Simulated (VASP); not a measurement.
Al2Cl:

```
Al Cl
1.0
     3.05702    0.00000    0.00000
     0.00000    3.05702    0.00000
     0.00000    0.00000   12.77506
Al Cl
4 2
Cartesian
  1.5285 0.0000 9.8966
  0.0000 1.5285 2.8784
  0.0000 1.5285 11.7791
  1.5285 0.0000 0.9959
  0.0000 1.5285 8.3096
  1.5285 0.0000 4.4655
```

```yaml
Program: VASP 6.6.1
Task: relaxation of cell and atoms
Functional: PBE
Potentials_or_basis: VASP PAW PBE potentials, release 64 (Al, Cl)
Cutoff: 600 eV
k_mesh: 12 × 12 × 4
Occupations: gaussian, width 0.1 eV
Spin: no spin polarisation
```

At the start: pressure -0.1 GPa; volume 19.90 Å³/atom.

**Question.** Where does the relaxation end?

**Answer.** Over 6 steps the energy falls by 3.6 meV/atom and the volume is 19.80 Å³/atom (-0.5 %); space group P4/nmm (No. 129, to 0.05 Å).

The path:
```csv
step,energy change (eV),largest force (eV/Å),pressure (GPa),volume (Å³)
1,0.0000,0.3007,-0.05,119.39
2,-0.0129,0.2040,-0.02,119.27
3,-0.0188,0.0892,0.02,119.11
4,-0.0211,0.0107,-0.09,119.12
5,-0.0212,0.0124,-0.11,119.13
6,-0.0214,0.0041,0.04,118.82
```

Final structure:
```
Al Cl
1.0
     3.06765    0.00000    0.00000
     0.00000    3.06765    0.00000
     0.00000    0.00000   12.62589
Al Cl
4 2
Direct
  0.50000 0.00000 0.77601
  0.00000 0.50000 0.22399
  0.00000 0.50000 0.92544
  0.50000 0.00000 0.07456
  0.00000 0.50000 0.64961
  0.50000 0.00000 0.35039
```

Caveat: this functional lacks dispersion, which binds the layers, so the pressure and a relaxed spacing across them are unreliable.
